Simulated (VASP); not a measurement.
The system is Ag.

```
CELL_PARAMETERS angstrom
0.00000 1.89632 1.89632
1.89632 0.00000 1.89632
1.89632 1.89632 0.00000
ATOMIC_POSITIONS crystal
Ag 0.00000 0.00000 0.00000
```

- Program: VASP 6.6.1
- Task: relaxation of cell and atoms
- Functional: rpbe exchange, lyp correlation
- Potentials or basis: VASP PAW PBE potentials, release 64 (Ag)
- Cutoff: 500 eV
- k mesh: 11 × 11 × 11
- Occupations: fermi-dirac, width 0.01 eV
- Spin: collinear spin
- Starting moments: [0.5] μB

At the start: pressure 69.9 GPa; volume 13.64 Å³/atom.

Task: How do energy, volume and symmetry change on relaxing?

Result: Over 3 steps the energy falls by 932.9 meV/atom and the volume is 20.23 Å³/atom (+48.3 %); space group Fm-3m (No. 225, to 0.1 Å) before and after; moment 0.00 μB per cell.

Step by step:
```
step  energy change (eV)  largest force (eV/Å)  pressure (GPa)  volume (Å³)
   1              0.0000                0.0000           69.88        13.64
   2             -0.6345                0.0000           -6.74        29.07
   3             -0.9329                0.0000            0.06        20.23
```

Final structure:
```xyz
1
Lattice="0.0000 2.1627 2.1627 2.1627 0.0000 2.1627 2.1627 2.1627 0.0000" Properties=species:S:1:pos:R:3 pbc="T T T"
Ag    0.0000    0.0000    0.0000
```

Caveat: the volume moved by over 15 % at a fixed basis, so the end points are rough; the PAW data sets were made with another functional, which shifts forces and pressure a little.
